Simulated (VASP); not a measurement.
# Ta3Si5C5N3 in VASP: further runs, part 2 of 2

VASP 6.6.1. The steps go on from the part before.

### 4 Single point, PBE

File INCAR:

```
ALGO = Normal
EDIFF = 1E-6
ENCUT = 520
GGA = PE
GGA_COMPAT = F
ISIF = 2
ISMEAR = -1
ISYM = -1
LASPH = T
LCHARG = F
LREAL = Auto
LWAVE = F
NBANDS = 58
NELM = 120
PREC = Accurate
SIGMA = 0.1379
```

File KPOINTS:

```
explicit points
1
Reciprocal
  0.25000000   0.25000000   0.25000000 1
```

File POSCAR:

```
Ta3Si5C5N3
1.0
    5.5208870000     -0.3069000000      0.1387320000
   -0.3069000000      5.9781400000     -0.0034560000
    0.1387320000     -0.0034560000      5.8739650000
Si C Ta N
5 5 3 3
Direct
    0.5337678104      0.5697685064      0.0424068656
    0.7145896831      0.3594719458      0.3420267024
    0.1550069446      0.4492635250      0.1390677730
    0.7539796637      0.3656959425      0.7870899364
    0.2781329109     -0.0749445148      1.0321782743
    0.4210306376     -0.0287240105      0.5678648592
    0.0581745151      0.1477735717      0.1141033422
    0.0132037557      0.5665130874      0.8186678140
    0.0277797652      0.6032807288      0.3842726328
    0.3151932070      0.1659916551      0.5395133071
    0.3470067530      0.5662191390      0.5754950723
    0.9889178684      0.9062760973      0.5539625341
    0.7323869340     -0.0332654614      0.9710256242
    0.5898859718      0.8402322711      0.5888727260
   -0.0114709509      0.7784511518      0.9133111476
   -0.1261690530      0.1133191481      0.3255249761
```

Potentials or basis: VASP PAW PBE potentials, release 64 (Si, C, Ta_pv, N).

Run with:

```console
cat potpaw_PBE.64/Si/POTCAR potpaw_PBE.64/C/POTCAR potpaw_PBE.64/Ta_pv/POTCAR potpaw_PBE.64/N/POTCAR > POTCAR
mpirun -np 1 vasp_std > vasp.out
```

OUTCAR:

```text
EDIFF = 1E-6
   ENCUT = 520
   GGA = PE
   ISIF = 2
   ISMEAR = -1
   ISYM = -1
   LASPH = T
   LREAL = Auto
   NELM = 120
   PREC = Accurate

 ion  position               nearest neighbor table
   1  0.534  0.570  0.042-   3 2.19   4 2.31   2 2.48  13 2.54   5 2.68  11 2.98  11 3.25
   2  0.715  0.359  0.342-  16 1.80   9 2.17   1 2.48  10 2.60   4 2.63   3 2.66  11 2.79  13 3.21

   3  0.155  0.449  0.139-   7 1.83   9 1.86   1 2.19   8 2.22   2 2.66  11 2.88   5 2.92   4 3.11

   4  0.754  0.366  0.787-   8 1.79   1 2.31  13 2.61   2 2.63  11 2.98   3 3.11
   5  0.278  0.925  0.032-  15 1.91   7 1.94  13 2.51   1 2.68   3 2.92  13 3.09  12 3.30
   6  0.421  0.971  0.568-  14 1.29  10 1.37  12 2.39  11 2.42
   7  0.058  0.148  0.114-  16 1.57   3 1.83   5 1.94  13 2.20
   8  0.013  0.567  0.819-  15 1.40   4 1.79   3 2.22  11 2.28  12 2.58
   9  0.028  0.603  0.384-   3 1.86  12 2.09   2 2.17  11 2.17
  10  0.315  0.166  0.540-   6 1.37  12 2.25  11 2.39   2 2.60
  11  0.347  0.566  0.575-  14 2.01   9 2.17   8 2.28  10 2.39   6 2.42   2 2.79   3 2.88   1 2.98
                             4 2.98  12 2.99   1 3.25
  12  0.989  0.906  0.554-  16 2.00   9 2.09  14 2.20  15 2.25  10 2.25   6 2.39   8 2.58  13 2.81
                            11 2.99   5 3.30
  13  0.732  0.967  0.971-  15 1.92   7 2.20  16 2.39  14 2.50   5 2.51   1 2.54   4 2.61  12 2.81
                             5 3.09   2 3.21
  14  0.590  0.840  0.589-   6 1.29  11 2.01  12 2.20  13 2.50
  15  0.989  0.778  0.913-   8 1.40   5 1.91  13 1.92  12 2.25
  16  0.874  0.113  0.326-   7 1.57   2 1.80  12 2.00  13 2.39

IMPORTANT INFORMATION: All symmetrisations will be switched off!
NOSYMM: (Re-)initialisation of all symmetry stuff for point group C_1.

----------------------------------------------------------------------------------------

                                     Primitive cell

  volume of cell :     193.2000

  direct lattice vectors                    reciprocal lattice vectors
     5.520887000 -0.306900000  0.138732000     0.181756601  0.009328367 -0.004287260
    -0.306900000  5.978140000 -0.003456000     0.009328367  0.167754930 -0.000121618
     0.138732000 -0.003456000  5.873965000    -0.004287260 -0.000121618  0.170343943

  length of vectors
     5.531150644  5.986013483  5.875604082     0.182046316  0.168014135  0.170397929

  position of ions in fractional coordinates (direct lattice)
     0.533767810  0.569768506  0.042406866
     0.714589683  0.359471946  0.342026702
     0.155006945  0.449263525  0.139067773
     0.753979664  0.365695942  0.787089936
     0.278132911  0.925055485  0.032178274
     0.421030638  0.971275990  0.567864859
[... 8 lines left out ...]
     0.988529049  0.778451152  0.913311148
     0.873830947  0.113319148  0.325524976

  ion indices of the primitive-cell ions
   primitive index   ion index
                 1           1
                 2           2
                 3           3
                 4           4
                 5           5
                 6           6
[... 8 lines left out ...]
                15          15
                16          16

----------------------------------------------------------------------------------------

 KPOINTS: explicit points

Read explicit list of k-points.

 Found      1 k-points:

 Following reciprocal coordinates:
            Coordinates               Weight
  0.250000  0.250000  0.250000      1.000000
   k-points           NKPTS =      1   k-points in BZ     NKDIM =      1   number of bands    NBANDS=     58
   number of dos      NEDOS =    301   number of ions     NIONS =     16
   total plane-waves  NPLWV =  96768
   dimension x,y,z NGX =    42 NGY =   48 NGZ =   48
   dimension x,y,z NGXF=    84 NGYF=   96 NGZF=   96
   ions per type =               5   5   3   3
   NGX,Y,Z   is equivalent  to a cutoff of  12.62, 13.33, 13.58 a.u.
   NGXF,Y,Z  is equivalent  to a cutoff of  25.25, 26.66, 27.16 a.u.
 SYSTEM =  unknown system
   PREC   = accura    normal or accurate (medium, high low for compatibility)
   ISTART =      0    job   : 0-new  1-cont  2-samecut
   ICHARG =      2    charge: 1-file 2-atom 10-const
   ISPIN  =      1    spin polarized calculation?
   LNONCOLLINEAR =      F non collinear calculations
   LSORBIT =      F    spin-orbit coupling
   LASPH  =      T    aspherical Exc in radial PAW
   ENCUT  =  520.0 eV  38.22 Ry    6.18 a.u.  10.28 11.13 10.92*2*pi/ulx,y,z
   NELM   =    120;   NELMIN=  2; NELMDL= -5     # of ELM steps
   EDIFF  = 0.1E-05   stopping-criterion for ELM
   LREAL  =      T    real-space projection
   EDIFFG = 0.1E-04   stopping-criterion for IOM
   NSW    =      0    number of steps for IOM
   IBRION =     -1    ionic relax: 0-MD 1-quasi-New 2-CG
   NFREE  =      0    steps in history (QN), initial steepest desc. (CG)
   ISIF   =      2    stress and relaxation
   ISYM   =     -1    0-nonsym 1-usesym 2-fastsym
   POTIM  = 0.5000    time-step for ionic-motion
   TEBEG  =    0.0;   TEEND  =   0.0 temperature during run
   PSTRESS=    0.0 pullay stress
   NELECT =      88.0000    total number of electrons
   NUPDOWN=      -1.0000    fix difference up-down
   EMIN   =  10.00;   EMAX   =-10.00  energy-range for DOS
   EFERMI =   0.00;   METHOD = LEGACY
   ISMEAR =    -1;   SIGMA  =   0.14  broadening in eV -4-tet -1-fermi 0-gaus
   EFERMI_NEDOS =   21; number of points for ismear=-14 and -15
   IALGO  =     38    algorithm
   IMIX   =      4    mixing-type and parameters
     AMIX     =   0.40;   BMIX     =  1.00
     AMIX_MAG =   1.60;   BMIX_MAG =  1.00
  volume/ion in A,a.u.               =      12.07        81.49
  Fermi-wavevector in a.u.,A,eV,Ry     =   1.259602  2.380303 21.586967  1.586597
  Thomas-Fermi vector in A             =   2.393154
   LORBIT       =      0    0 simple, 1 ext, 2 COOP (PROOUT), +10 PAW based schemes
   GGA     = PE    functional components
   LHFCALC =     F    Hartree Fock is set to
   AEXX    =    0.0000 exact exchange contribution
   IVDW    =     0    specifies the selected vdW correction
   LEPSILON=     F    determine dielectric tensor
   LRPA    =     F    only Hartree local field effects (RPA)
 non-spin polarized calculation
  energy-cutoff  :      520.00
  volume of cell :      193.20
 maximum number of plane-waves:      5196
 NGX is ok and might be reduce to    42
   NGX = 21   NGY = 23   NGZ = 21

 number of electron      88.0000002 magnetization

 Free energy of the ion-electron system (eV)
  ---------------------------------------------------
  ext. energy  EPLUGINS =         0.00000000
  ---------------------------------------------------
  free energy    TOTEN  =      -127.26246419 eV

  energy without entropy =     -127.15909127  energy(sigma->0) =     -127.21077773

 E-fermi :   7.4193     XC(G=0): -11.4365

 val. band max:        6.9503399828   @ k =   0.2500   0.2500   0.2500
 cond. band min:       7.9162613761   @ k =   0.2500   0.2500   0.2500
 fundamental gap:      0.9659213932
 Fermi energy:         7.4192573019

 k-point     1 :       0.2500    0.2500    0.2500
  band No.  band energies     occupation
      1     -28.0147      2.00000
      2     -27.9129      2.00000
      3     -27.7603      2.00000
      4     -27.6792      2.00000
      5     -27.5758      2.00000
      6     -27.5240      2.00000
[... 48 lines left out ...]
     55      10.6916      0.00000
     56      10.9053      0.00000
 [bands above 56 left out]

------------------------ aborting loop because EDIFF is reached ----------------------------------------

  FORCE on cell =-STRESS in cart. coord.  units (eV):
  Direction    XX          YY          ZZ          XY          YZ          ZX
  --------------------------------------------------------------------------------------
  -------------------------------------------------------------------------------------
  Total       14.7082306      4.9231945     -0.1632777      2.1471346     -2.7930823     -5.5328139
  in kB      121.9730592     40.8272833     -1.3540361     17.8058522    -23.1625954    -45.8827619
  external PRESSURE =      53.8154355 kB  Pullay stress =       0.0000000 kB

 VOLUME and BASIS-vectors are now :
 -----------------------------------------------------------------------------
  energy-cutoff  :      520.00
  volume of cell :      193.20
      direct lattice vectors                 reciprocal lattice vectors
     5.520887000 -0.306900000  0.138732000     0.181756601  0.009328367 -0.004287260
    -0.306900000  5.978140000 -0.003456000     0.009328367  0.167754930 -0.000121618
     0.138732000 -0.003456000  5.873965000    -0.004287260 -0.000121618  0.170343943

 POSITION                                       TOTAL-FORCE (eV/Angst)
 -----------------------------------------------------------------------------------
      2.77789      3.24220      0.32118        -0.081071      0.036745     -0.064023
      3.88230      1.92848      2.10695         0.608759      0.634619      1.475096
      0.73719      2.63771      0.83683        -0.403127      0.795888     -0.521338
      4.15960      1.95207      4.72668        -1.683225     -1.136624     -1.314618
      1.25611      5.44464      0.22440        -2.322621      0.163770      0.556136
      2.10516      5.67525      3.39067        -2.969635      1.445933      0.471334
[... 8 lines left out ...]
      5.34536      4.34715      5.49921         2.244586     -1.446556     -1.302215
      4.83470      0.40813      2.03296         0.617871     -0.019186     -2.918995
 -----------------------------------------------------------------------------------
    total drift:                                0.024577     -0.026190     -0.012130

  FREE ENERGIE OF THE ION-ELECTRON SYSTEM (eV)
  ---------------------------------------------------
  free  energy   TOTEN  =      -127.2624641945 eV

  energy  without entropy=     -127.1590912746  energy(sigma->0) =     -127.21077773
```

Wall time 79 s (1 thread of Intel Xeon 8259CL, shared host); peak memory 0.3 GiB.

What came out:

| Property | Result |
| --- | --- |
| Free energy | -127.2625 eV |
| Pressure | 5.4 GPa |
| Largest force | 3.336 eV/Å |

Forces in eV/Å, atoms in the order of the input:
```
Si  -0.081  0.037 -0.064
Si   0.609  0.635  1.475
Si  -0.403  0.796 -0.521
Si  -1.683 -1.137 -1.315
Si  -2.323  0.164  0.556
C   -2.970  1.446  0.471
C   -1.425  0.679  1.653
C    1.753  0.761  0.654
C    0.056 -1.616 -2.264
C   -0.012  0.386  1.034
Ta  -0.490 -3.042  1.177
Ta   1.526 -0.230 -1.313
Ta  -0.590  2.694  1.731
N    3.170 -0.105  0.946
N    2.245 -1.447 -1.302
N    0.618 -0.019 -2.919
```

Caveat: the atoms stand as in a frame of molecular dynamics; spin-orbit coupling is left out, which moves the levels of the heavy elements.

### 5 Summary

| cell | pressure (GPa) | largest force (eV/Å) |
| --- | --- | --- |
| as given, atomic positions A | 5.3 | 3.89 |
| as given, atomic positions B | 5.6 | 4.82 |
| as given, atomic positions C | 5.4 | 3.34 |

Alike in all rows: task single point; level PBE; potentials or basis VASP PAW PBE potentials, release 64 (Si, C, Ta_pv, N); no spin polarisation; k mesh 1 × 1 × 1, shifted; cutoff (eV) 520; smearing fermi-dirac 0.1379 eV.

Caveats: the atoms stand as in a frame of molecular dynamics; spin-orbit coupling is left out, which moves the levels of the heavy elements.

Total energies depend on the potentials used, so only differences within one code and one set of settings carry meaning.
